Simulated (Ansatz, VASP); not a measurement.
Two plane-wave programs on ZnS

Contents of POSCAR:

```
ZnS
1.0
    3.8068031196      0.0000000000      0.0000000000
   -1.9034015598      3.2967882088      0.0000000000
    0.0000000000      0.0000000000      6.2465812868
Zn S
2 2
Direct
    0.3333333333      0.6666666667     -0.0279280098
    0.6666666667      0.3333333333      0.4720719902
    0.3333333333      0.6666666667      0.4029280098
    0.6666666667      0.3333333333      0.9029280098
```

The input INCAR.step1:

```
SYSTEM = ZnS
PREC     = Accurate       ! precision mode
ENCUT    = 520            ! plane-wave cutoff, eV
ISMEAR   = 0              ! smearing method
SIGMA    = 0.01           ! smearing width, eV
LREAL    = .FALSE.        ! projectors in reciprocal space
LASPH    = .TRUE.         ! aspherical terms in the spheres
NELM     = 60             ! most SCF steps
NBANDS   = 26             ! bands
GGA      = PE             ! functional
ALGO     = Normal         ! electronic algorithm
EDIFF    = 1E-4           ! SCF threshold, eV
LWAVE    = .TRUE.         ! write WAVECAR
LCHARG   = .FALSE.        ! write CHGCAR
```

INCAR.step2

```
SYSTEM = ZnS
PREC     = Accurate       ! precision mode
ENCUT    = 520            ! plane-wave cutoff, eV
EDIFF    = 1E-7           ! SCF threshold, eV
ISMEAR   = 0              ! smearing method
SIGMA    = 0.01           ! smearing width, eV
LREAL    = .FALSE.        ! projectors in reciprocal space
LASPH    = .TRUE.         ! aspherical terms in the spheres
NELM     = 60             ! most SCF steps
ALGO     = Normal         ! electronic algorithm
ISIF     = 2              ! what is computed and relaxed
LWAVE    = .FALSE.        ! write WAVECAR
LCHARG   = .FALSE.        ! write CHGCAR
METAGGA  = R2SCAN         ! meta-GGA
LMIXTAU  = .TRUE.       
NBANDS   = 26             ! bands
ISTART   = 1
```

The input KPOINTS:

```
Automatic mesh
0
G
  9 9 6
  0 0 0
```

Input for Ansatz:

```yaml
crystal:
  lattice:
    - [3.8068031196, 0.0, 0.0]
    - [-1.9034015598, 3.2967882088, 0.0]
    - [0.0, 0.0, 6.2465812868]
  atoms:
    - { symbol: Zn, position: [0.3333333333, 0.6666666667, -0.0279280098] }
    - { symbol: Zn, position: [0.6666666667, 0.3333333333, 0.4720719902] }
    - { symbol: S, position: [0.3333333333, 0.6666666667, 0.4029280098] }
    - { symbol: S, position: [0.6666666667, 0.3333333333, 0.9029280098] }
basis:
  ecutwfc: 600.0
  xc_grid: 2
kpoints:
  mp_grid: { grid: [9, 9, 6] }
hamiltonian:
  xc: r2scan
  pseudopotentials: { kind: paw, azcp: { folder: soft_1 } }
scf:
  occupations: { method: fixed }
output:
  forces: true
  stress: true
  eigenvalues: true
  polarization: {}
```

Change from the starting cell: polar distortion scaled by 0.55.

Alike in both runs: task single point; functional r2SCAN; k mesh 9 × 9 × 6; no spin polarisation.

|  | VASP | Ansatz |
| --- | --- | --- |
| version | VASP 6.6.1 | Ansatz 0.2.0 |
| potentials or method | VASP PAW PBE potentials, release 64 (Zn, S), cutoff 520 eV | scalar-relativistic, plane waves, PAW |
| occupations | gaussian, width 0.01 eV | fixed |
| valence electrons in the cell | 36 | 36 |

```csv
,VASP,Ansatz,Ansatz less VASP
gap on the k mesh at the Fermi level (eV),2.98,2.97,-0.010
least direct gap on the mesh (eV),2.98,2.97,-0.010
pressure (GPa),2.9,2.8,-0.07
"traceless stress, the component that is largest in VASP (GPa)",-4.69,-4.62,+0.064
rms of the force components (eV/Å),0.460,0.462,+0.0013
```

VASP's potentials were made for PBE, not for r2SCAN. Atom by atom the forces differ by 0.001 eV/Å (rms over components).
